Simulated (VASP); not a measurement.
Rb2InGaC6N6: single point with PBE

The system is Rb2InGaC6N6.

```
Rb In Ga C N
1.0
     0.00000    5.16350    5.16350
     5.16350    0.00000    5.16350
     5.16350    5.16350    0.00000
Rb In Ga C N
2 1 1 6 6
Direct
  0.25000 0.25000 0.25000
  0.75000 0.75000 0.75000
  0.50000 0.50000 0.50000
  0.00000 0.00000 0.00000
  0.81640 0.18360 0.18360
  0.18360 0.81640 0.18360
  0.18360 0.18360 0.81640
  0.18360 0.81640 0.81640
  0.81640 0.18360 0.81640
  0.81640 0.81640 0.18360
  0.70311 0.29689 0.29689
  0.29689 0.70311 0.29689
  0.29689 0.29689 0.70311
  0.29689 0.70311 0.70311
  0.70311 0.29689 0.70311
  0.70311 0.70311 0.29689
```

```json
{
  "Program": "VASP 6.6.1",
  "Task": "single point",
  "Functional": "PBE",
  "Potentials or basis": "VASP PAW PBE potentials, release 64 (Rb_sv, In_d, Ga_d, C, N)",
  "Cutoff": "520 eV",
  "k mesh": "4 × 4 × 4",
  "Occupations": "gaussian, width 0.1 eV",
  "Spin": "no spin polarisation"
}
```

```json
{"Pressure": "16.2 GPa", "Largest force": "1.155 eV/Å", "Band gap on the k mesh": "zero (band 49 reaches 4.40 eV, above the bottom of band 50 at 3.98 eV)"}
```

Forces in eV/Å, atoms in the order of the input:
```
Rb   0.000  0.000  0.000
Rb   0.000  0.000  0.000
In   0.000  0.000  0.000
Ga   0.000  0.000  0.000
C    0.870  0.000  0.000
C    0.000  0.870  0.000
C    0.000  0.000  0.870
C   -0.870  0.000  0.000
C    0.000 -0.870  0.000
C    0.000  0.000 -0.870
N    1.155  0.000  0.000
N    0.000  1.155  0.000
N    0.000  0.000  1.155
N   -1.155  0.000  0.000
N    0.000 -1.155  0.000
N    0.000  0.000 -1.155
```

Levels at points of the mesh, in eV from the Fermi level:
```csv
k point,band 47,band 48,band 49,band 50,band 51,band 52
"(0.00, 0.00, 0.00)",-3.68,-3.68,-0.29,-0.29,-0.29,0.20
"(0.50, 0.00, 0.00)",-4.00,-4.00,-0.07,0.21,0.21,1.21
"(0.50, 0.50, 0.00)",-4.19,-3.65,-0.18,0.76,0.76,1.27
```

Run time: 4.2 min on 1 thread of Intel(R) Xeon(R) Platinum 8488C (Sapphire Rapids) (shared host), peak memory 0.44 GiB.

Caveat: spin-orbit coupling is left out, which moves the levels of the heavy elements; forces of over 1 eV/Å act on the atoms, so gaps and moduli don't describe the material at rest.
